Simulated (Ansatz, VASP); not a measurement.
Two plane-wave programs on Bi

```xyz
4
Lattice="5.1853 0.0000 0.0000 0.0000 5.1853 0.0000 0.0000 0.0000 5.1853" Properties=species:S:1:pos:R:3 pbc="T T T"
Bi    2.5927    2.5927    2.5927
Bi    0.0000    2.5927    2.5927
Bi    2.5927    0.0000    2.5927
Bi    2.5927    2.5927    0.0000
```

Alike in both runs: task relaxation of cell and atoms; functional PBE; k mesh 4 × 4 × 4; occupations gaussian, width 0.1 eV; no spin polarisation.

|  | VASP | Ansatz |
| --- | --- | --- |
| version | VASP 6.6.1 | Ansatz 0.2.0 |
| potentials or method | VASP PAW PBE potentials, release 64 (Bi_d), cutoff 600 eV | scalar-relativistic, plane waves, PAW |
| valence electrons in the cell | 60 | 60 |

Ansatz gave:

| Quantity | Value |
| --- | --- |
| gap on the k mesh at the Fermi level, each at its own relaxed structure (eV) | none |
| relaxed volume (Å³/atom) | 56.69 |
| relaxed cell length with the largest relative difference (Å) | 6.098 |

Task: Which values does VASP return?

Result: gap on the k mesh at the Fermi level, each at its own relaxed structure (eV): none; relaxed volume (Å³/atom): 56.74; relaxed cell length with the largest relative difference (Å): 6.100.

A gap of «none» marks a metal or a gap that the smearing closes.

Spin-orbit coupling is off throughout. Noted on VASP's run: the volume moved by over 15 % at a fixed basis, so the end points are rough.
